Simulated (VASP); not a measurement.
# Os2C3 (P-3m1) in VASP: notebook, part 2 of 2

VASP 6.6.1.

## Step 3: Single point, PBE

This run uses another cell than the first one, of 10.48 Å³/atom.

The input, INCAR:

```
SYSTEM = Os2C3
PREC = Accurate
ENCUT = 700
EDIFF = 1E-6
ISMEAR = 0
SIGMA = 0.1
LREAL = .FALSE.
LASPH = .TRUE.
NELM = 120
ALGO = Normal
ISIF = 2
LWAVE = .FALSE.
LCHARG = .FALSE.
GGA = PE
NBANDS = 30
GGA_COMPAT = .FALSE.
```

The input, KPOINTS:

```
regular mesh
0
G
  12 12 8
  0 0 0
```

The input, POSCAR:

```
Os2C3
1.0
    3.3121827005      0.0000000000      0.0000000000
   -1.6560913503      2.8684343606      0.0000000000
    0.0000000000      0.0000000000      5.5133696505
Os C
2 3
Direct
    0.3333333333      0.6666666667      0.2602519852
    0.6666666667      0.3333333333      0.7397480148
    0.0000000000      0.0000000000      0.0000000000
    0.3333333333      0.6666666667      0.6345032667
    0.6666666667      0.3333333333      0.3654967333
```

Potentials or basis: VASP PAW PBE potentials, release 64 (Os_sv_GW, C).

Command:

```
> cat potpaw_PBE.64/Os_sv_GW/POTCAR potpaw_PBE.64/C/POTCAR > POTCAR
> mpirun -np 1 vasp_std > vasp.out
```

OUTCAR:

```text
SYSTEM = Os2C3
   PREC = Accurate
   ENCUT = 700
   EDIFF = 1E-6
   ISMEAR = 0
   LREAL = .FALSE.
   LASPH = .TRUE.
   NELM = 120
   ISIF = 2
   GGA = PE

 ion  position               nearest neighbor table
   1  0.333  0.667  0.260-   5 2.00   5 2.00   5 2.00   4 2.06   3 2.39   3 2.39   3 2.39   2 3.26
                             2 3.26   2 3.26
   2  0.667  0.333  0.740-   4 2.00   4 2.00   4 2.00   5 2.06   3 2.39   3 2.39   3 2.39   1 3.26
                             1 3.26   1 3.26
   3  0.000  0.000  0.000-   1 2.39   2 2.39   2 2.39   1 2.39   2 2.39   1 2.39
   4  0.333  0.667  0.635-   2 2.00   2 2.00   2 2.00   1 2.06
   5  0.667  0.333  0.365-   1 2.00   1 2.00   1 2.00   2 2.06

  LATTYP: Found a hexagonal cell.
 ALAT       =     3.3121827005
 C/A-ratio  =     1.6645729264

  Lattice vectors:

 A1 = (   3.3121827005,   0.0000000000,   0.0000000000)
 A2 = (  -1.6560913503,   2.8684343606,   0.0000000000)
 A3 = (   0.0000000000,   0.0000000000,   5.5133696505)

Analysis of symmetry for initial positions (statically):
=====================================================================
 Subroutine PRICEL returns:
 Original cell was already a primitive cell.

 Routine SETGRP: Setting up the symmetry group for a
 hexagonal supercell.

 Subroutine GETGRP returns: Found 12 space group operations
 (whereof 12 operations were pure point group operations)
 out of a pool of 24 trial point group operations.

The static configuration has the point symmetry D_3d.

Analysis of symmetry for dynamics (positions and initial velocities):
=====================================================================
 Subroutine PRICEL returns:
 Original cell was already a primitive cell.

 Routine SETGRP: Setting up the symmetry group for a
 hexagonal supercell.

 Subroutine GETGRP returns: Found 12 space group operations
 (whereof 12 operations were pure point group operations)
 out of a pool of 24 trial point group operations.

The dynamic configuration has the point symmetry D_3d.

 Subroutine INISYM returns: Found 12 space group operations
 (whereof 12 operations are pure point group operations),
 and found     1 'primitive' translations

----------------------------------------------------------------------------------------

                                     Primitive cell

  volume of cell :      52.3813

  direct lattice vectors                    reciprocal lattice vectors
     3.312182701  0.000000000  0.000000000     0.301915713  0.174311118  0.000000000
    -1.656091350  2.868434361  0.000000000     0.000000000  0.348622236  0.000000000
     0.000000000  0.000000000  5.513369650     0.000000000  0.000000000  0.181377282

  length of vectors
     3.312182701  3.312182701  5.513369650     0.348622236  0.348622236  0.181377282

  position of ions in fractional coordinates (direct lattice)
     0.333333333  0.666666667  0.260251985
     0.666666667  0.333333333  0.739748015
     0.000000000  0.000000000  0.000000000
     0.333333333  0.666666667  0.634503267
     0.666666667  0.333333333  0.365496733

  ion indices of the primitive-cell ions
   primitive index   ion index
                 1           1
                 2           2
                 3           3
                 4           4
                 5           5

----------------------------------------------------------------------------------------

 KPOINTS: regular mesh

Automatic generation of k-mesh.
 Grid dimensions read from file:
 generate k-points for:   12   12    8

 Generating k-lattice:

  Cartesian coordinates                     Fractional coordinates (reciprocal lattice)
     0.025159643  0.014525926  0.000000000     0.083333333  0.000000000  0.000000000
     0.000000000  0.029051853  0.000000000     0.000000000  0.083333333  0.000000000
     0.000000000  0.000000000  0.022672160     0.000000000  0.000000000  0.125000000

  Length of vectors
     0.029051853  0.029051853  0.022672160

  Shift w.r.t. Gamma in fractional coordinates (k-lattice)
     0.000000000  0.000000000  0.000000000

 Subroutine IBZKPT returns following result:
 ===========================================

 Found    131 irreducible k-points:

 Following reciprocal coordinates:
            Coordinates               Weight
  0.000000  0.000000  0.000000      1.000000
  0.083333 -0.000000  0.000000      6.000000
  0.166667 -0.000000  0.000000      6.000000
  0.250000 -0.000000  0.000000      6.000000
  0.333333 -0.000000  0.000000      6.000000
  0.416667 -0.000000  0.000000      6.000000
[... 16 lines left out ...]
  0.166667 -0.000000  0.125000      6.000000
  0.000000  0.166667  0.125000      6.000000
 [... further k-points ...]
   k-points           NKPTS =    131   k-points in BZ     NKDIM =    131   number of bands    NBANDS=     30
   number of dos      NEDOS =    301   number of ions     NIONS =      5
   total plane-waves  NPLWV =  43200
   dimension x,y,z NGX =    30 NGY =   30 NGZ =   48
   dimension x,y,z NGXF=    60 NGYF=   60 NGZF=   96
   ions per type =               2   3
   NGX,Y,Z   is equivalent  to a cutoff of  15.06, 15.06, 14.47 a.u.
   NGXF,Y,Z  is equivalent  to a cutoff of  30.12, 30.12, 28.95 a.u.
 SYSTEM =  Os2C3
   PREC   = accura    normal or accurate (medium, high low for compatibility)
   ISTART =      0    job   : 0-new  1-cont  2-samecut
   ICHARG =      2    charge: 1-file 2-atom 10-const
   ISPIN  =      1    spin polarized calculation?
   LNONCOLLINEAR =      F non collinear calculations
   LSORBIT =      F    spin-orbit coupling
   LASPH  =      T    aspherical Exc in radial PAW
   ENCUT  =  700.0 eV  51.45 Ry    7.17 a.u.   7.15  7.15 11.89*2*pi/ulx,y,z
   NELM   =    120;   NELMIN=  2; NELMDL= -5     # of ELM steps
   EDIFF  = 0.1E-05   stopping-criterion for ELM
   LREAL  =      F    real-space projection
   EDIFFG = 0.1E-04   stopping-criterion for IOM
   NSW    =      0    number of steps for IOM
   IBRION =     -1    ionic relax: 0-MD 1-quasi-New 2-CG
   NFREE  =      0    steps in history (QN), initial steepest desc. (CG)
   ISIF   =      2    stress and relaxation
   ISYM   =      2    0-nonsym 1-usesym 2-fastsym
   POTIM  = 0.5000    time-step for ionic-motion
   TEBEG  =    0.0;   TEEND  =   0.0 temperature during run
   PSTRESS=    0.0 pullay stress
   NELECT =      44.0000    total number of electrons
   NUPDOWN=      -1.0000    fix difference up-down
   EMIN   =  10.00;   EMAX   =-10.00  energy-range for DOS
   EFERMI =   0.00;   METHOD = LEGACY
   ISMEAR =     0;   SIGMA  =   0.10  broadening in eV -4-tet -1-fermi 0-gaus
   EFERMI_NEDOS =   21; number of points for ismear=-14 and -15
   IALGO  =     38    algorithm
   IMIX   =      4    mixing-type and parameters
     AMIX     =   0.40;   BMIX     =  1.00
     AMIX_MAG =   1.60;   BMIX_MAG =  1.00
  volume/ion in A,a.u.               =      10.48        70.70
  Fermi-wavevector in a.u.,A,eV,Ry     =   1.544663  2.918989 32.463262  2.385982
  Thomas-Fermi vector in A             =   2.650152
   LORBIT       =      0    0 simple, 1 ext, 2 COOP (PROOUT), +10 PAW based schemes
   GGA     = PE    functional components
   LHFCALC =     F    Hartree Fock is set to
   AEXX    =    0.0000 exact exchange contribution
   IVDW    =     0    specifies the selected vdW correction
   LEPSILON=     F    determine dielectric tensor
   LRPA    =     F    only Hartree local field effects (RPA)
 non-spin polarized calculation
 Gauss-broadening in eV      SIGMA  =   0.10
  energy-cutoff  :      700.00
  volume of cell :       52.38
 maximum number of plane-waves:      2235
 NGX is ok and might be reduce to    30
   NGX = 15   NGY = 15   NGZ = 23

 number of electron      44.0000000 magnetization

 Free energy of the ion-electron system (eV)
  ---------------------------------------------------
  ext. energy  EPLUGINS =         0.00000000
  ---------------------------------------------------
  free energy    TOTEN  =       -45.30961102 eV

  energy without entropy =      -45.29730299  energy(sigma->0) =      -45.30345701

 E-fermi :  10.1352     XC(G=0): -13.1464

 val. band max:       10.1285484901   @ k =   0.3333   0.2500   0.3750
 cond. band min:      10.1387386146   @ k =   0.5000  -0.0000   0.0000
 fundamental gap:      0.0101901246
 Fermi energy:        10.1351839388

 k-point     1 :       0.0000    0.0000    0.0000
  band No.  band energies     occupation
      1     -76.5740      2.00000
      2     -76.5687      2.00000
      3     -36.0983      2.00000
      4     -35.9544      2.00000
      5     -35.9392      2.00000
      6     -35.9392      2.00000
[... 781 lines left out ...]
     29      17.0104      0.00000
     30      17.0496      0.00000

 [... further k-points ...]
[... 5 lines left out ...]
  --------------------------------------------------------------------------------------
  -------------------------------------------------------------------------------------
  Total        0.0298251      0.0298251      0.0387231     -0.0000000      0.0000000     -0.0000000
  in kB        0.9122562      0.9122562      1.1844164     -0.0000000      0.0000000     -0.0000000
  external PRESSURE =       1.0029763 kB  Pullay stress =       0.0000000 kB

 VOLUME and BASIS-vectors are now :
 -----------------------------------------------------------------------------
  energy-cutoff  :      700.00
  volume of cell :       52.38
      direct lattice vectors                 reciprocal lattice vectors
     3.312182701  0.000000000  0.000000000     0.301915713  0.174311118  0.000000000
    -1.656091350  2.868434361  0.000000000     0.000000000  0.348622236  0.000000000
     0.000000000  0.000000000  5.513369650     0.000000000  0.000000000  0.181377282

 POSITION                                       TOTAL-FORCE (eV/Angst)
 -----------------------------------------------------------------------------------
     -0.00000      1.91229      1.43487        -0.000000     -0.000000     -0.031592
      1.65609      0.95614      4.07850        -0.000000      0.000000      0.031592
      0.00000      0.00000      0.00000         0.000000      0.000000      0.000000
     -0.00000      1.91229      3.49825         0.000000      0.000000      0.004253
      1.65609      0.95614      2.01512         0.000000     -0.000000     -0.004253
 -----------------------------------------------------------------------------------
    total drift:                                0.000000     -0.000000      0.000000

  FREE ENERGIE OF THE ION-ELECTRON SYSTEM (eV)
  ---------------------------------------------------
  free  energy   TOTEN  =       -45.3096110238 eV

  energy  without entropy=      -45.2973029949  energy(sigma->0) =      -45.30345701
```

stdout:

```text
POSCAR found type information on POSCAR OsC
 POSCAR found :  2 types and       5 ions
 scaLAPACK will be used
 LDA part: xc-table for (Slater+PW92), standard interpolation
 POSCAR, INCAR and KPOINTS ok, starting setup
 FFT: planning ... GRIDC
 FFT: planning ... GRID_SOFT
 FFT: planning ... GRID
 WAVECAR not read
 entering main loop
```

Wall time 2.6 min (1 thread of Intel Xeon 6975P-C (Granite Rapids), shared host); peak memory 0.39 GiB.

What came out:

```yaml
Free_energy: -45.3096 eV
Pressure: 0.1 GPa
Largest_force: 0.032 eV/Å
Band_gap_on_the_k_mesh: zero (bands 22 and 23 overlap by 1.39 eV)
```

Forces in eV/Å, atoms in the order of the input:
```
Os   0.000  0.000 -0.032
Os   0.000  0.000  0.032
C    0.000  0.000  0.000
C    0.000  0.000  0.004
C    0.000  0.000 -0.004
```

Levels at points of the mesh, in eV from the Fermi level:
```
           k point  band 18  band 19  band 20  band 21  band 22  band 23  band 24  band 25  band 26  band 27
(0.00, 0.00, 0.00)    -2.29    -2.29    -1.90    -1.90     0.58     1.57     1.57     1.80     3.11     5.39
(0.50, 0.00, 0.00)    -2.84    -2.66    -2.00    -0.85    -0.58    -0.33     0.00     1.57     2.78     3.33
(0.00, 0.00, 0.50)    -1.66    -1.59    -1.59    -1.07    -0.76    -0.10    -0.10     2.20     4.19     6.44
(0.50, 0.00, 0.50)    -3.15    -2.41    -1.46    -0.94    -0.92     0.48     0.66     1.94     2.58     3.92
```

Caveat: spin-orbit coupling is left out, which moves the levels of the heavy elements.

## Step 4: Relaxation of cell and atoms, PBE

The input, INCAR:

```
PREC = Accurate
ENCUT = 700
EDIFF = 1E-7
ISMEAR = 0
SIGMA = 0.1
LREAL = False
LASPH = True
NELM = 120
ALGO = Normal
ISIF = 3
LWAVE = False
LCHARG = False
GGA = PE
IBRION = 2
NSW = 90
EDIFFG = -0.04
GGA_COMPAT = False
NELMIN = 4
```

The input, KPOINTS:

```
regular mesh
0
Gamma
  6 6 4
```

The input, POSCAR:

```
Os2C3
1.0
    3.2958544583      0.0000000000      0.0000000000
   -1.6479272291      2.8542936880      0.0000000000
    0.0000000000      0.0000000000      5.1278141698
Os C
2 3
Direct
    0.3333333333      0.6666666667      0.2450000000
    0.6666666667      0.3333333333      0.7550000000
    0.0000000000      0.0000000000      0.0000000000
    0.3333333333      0.6666666667      0.6450000000
    0.6666666667      0.3333333333      0.3550000000
```

Command:

```
> cat potpaw_PBE.64/Os_sv_GW/POTCAR potpaw_PBE.64/C/POTCAR > POTCAR
> mpirun -np 1 vasp_std > vasp.out
```

Wall time 4 min (1 thread of AMD EPYC 9R45 (Zen 5), shared host); peak memory 0.19 GiB.

The run converged. Its results:

| Property | Result |
| --- | --- |
| Free energy | -45.2745 eV |
| Relaxed volume | 10.47 Å³/atom |
| Relaxed cell | a = 3.308 Å, b = 3.308 Å, c = 5.521 Å, α = 90.00°, β = 90.00°, γ = 120.00° |
| Space group after relaxing (to 0.1 Å) | P-3m1 (No. 164) |
| Energy gained by relaxing | 84.6 meV/atom |
| Ionic steps | 11 |
| Pressure after relaxing | 0.0 GPa |
| Largest force after relaxing | 0.031 eV/Å |
| Band gap on the k mesh | zero (bands 22 and 23 overlap by 1.05 eV) |

Forces on the atoms (eV/Å):
```
Os   0.000  0.000 -0.014
Os   0.000  0.000  0.014
C    0.000  0.000  0.000
C    0.000  0.000 -0.031
C    0.000  0.000  0.031
```

Stress tensor (GPa, compression positive):
```
 0.04  0.00  0.00
 0.00  0.04  0.00
 0.00  0.00 -0.07
```

The path:
```tsv
step	energy change (eV)	largest force (eV/Å)	pressure (GPa)	volume (Å³)
1	0.0000	1.1279	22.14	48.24
2	0.2830	1.0650	-27.82	58.16
3	-0.2866	0.9088	-3.54	52.04
4	-0.2870	0.9090	-2.74	51.89
5	-0.3832	0.3110	1.35	51.83
6	-0.3845	0.4916	2.00	51.82
7	-0.4208	0.0779	-1.55	52.64
8	-0.4220	0.0339	-1.06	52.52
9	-0.4215	0.0666	1.44	52.12
10	-0.4227	0.0436	0.03	52.35
11	-0.4229	0.0311	0.01	52.33
```

Final structure:
```
Os C
1.0
     3.30835    0.00000    0.00000
    -1.65418    2.86512    0.00000
     0.00000    0.00000    5.52085
Os C
2 3
Direct
  0.33333 0.66667 0.25924
  0.66667 0.33333 0.74076
  0.00000 0.00000 0.00000
  0.33333 0.66667 0.63304
  0.66667 0.33333 0.36696
```

Levels at points of the mesh, in eV from the Fermi level:
```csv
k point,band 20,band 21,band 22,band 23,band 24,band 25
"(0.00, 0.00, 0.00)",-1.91,-1.91,0.51,1.53,1.53,1.82
"(0.50, 0.00, 0.00)",-1.99,-0.85,-0.58,-0.35,-0.03,1.59
"(0.00, 0.00, 0.50)",-1.59,-1.09,-0.80,-0.15,-0.15,2.16
"(0.50, 0.00, 0.50)",-1.47,-0.95,-0.90,0.42,0.63,1.98
```

Caveat: the k points lie up to 0.37 Å⁻¹ apart in the final cell, too coarse for converged energies and pressures of a metal; spin-orbit coupling is left out, which moves the levels of the heavy elements.

## Step 5: Summary

```tsv
task	cell	k mesh	gap on the mesh (eV)	pressure (GPa)	largest force (eV/Å)
single point	a = 3.296, b = 3.296, c = 5.128 Å, angles 90.0, 90.0, 120.0°, 5 atoms, atomic positions A	6 × 6 × 4	none	22.1	1.13
single point	a = 3.312, b = 3.312, c = 5.513 Å, angles 90.0, 90.0, 120.0°, 5 atoms, atomic positions B	12 × 12 × 8	none	0.1	0.03
relaxation of cell and atoms	relaxed from a = 3.296, b = 3.296, c = 5.128 Å, angles 90.0, 90.0, 120.0°, 5 atoms, atomic positions A	6 × 6 × 4	none	0.0	0.03
```

Alike in all rows: level PBE; potentials or basis VASP PAW PBE potentials, release 64 (Os_sv_GW, C); no spin polarisation; cutoff (eV) 700; smearing gaussian 0.1 eV.

Caveats: some runs use coarse meshes; spin-orbit coupling is left out, which moves the levels of the heavy elements; forces of over 1 eV/Å act on the atoms, so gaps and moduli don't describe the material at rest (at least some runs).

Absolute energies hang on the potentials; compare differences alone.

The gap in the log of VASP goes by the Fermi energy; the results here count the filled bands.